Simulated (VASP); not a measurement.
A run of VASP 6.6.1:

Contents of INCAR:

```
PREC = Accurate
ENCUT = 520
EDIFF = 1E-6
ISMEAR = 0
SIGMA = 0.15
LREAL = F
LASPH = T
NELM = 80
ALGO = Normal
ISIF = 2
LWAVE = F
LCHARG = F
GGA = PE
NBANDS = 16
```

KPOINTS

```
Automatic mesh
0
Gamma
  16 16 16
```

POSCAR

```
InAs
1.0
    0.0000000000      3.0933796579      3.1861810476
    3.0933796579      0.0000000000      3.1861810476
    3.0933796579      3.0933796579      0.0000000000
In As
1 1
Direct
    0.0000000000      0.0000000000      0.0000000000
    0.7500000000      0.7500000000      0.7500000000
```

Potentials or basis: VASP PAW PBE potentials, release 64 (In_d, As).

The run is started by

```console
$ cat potpaw_PBE.64/In_d/POTCAR potpaw_PBE.64/As/POTCAR > POTCAR
$ mpirun -np 1 vasp_std > vasp.out
```

Hardware: 1 thread of Intel(R) Xeon(R) Platinum 8488C (Sapphire Rapids), on a shared host.

Question: How long does it take, and how much memory?

Answer: Run time: 3.2 min on 1 thread of Intel(R) Xeon(R) Platinum 8488C (Sapphire Rapids), with other jobs on the host, peak memory 0.48 GiB. Counts: scf iterations 12, k points 349.
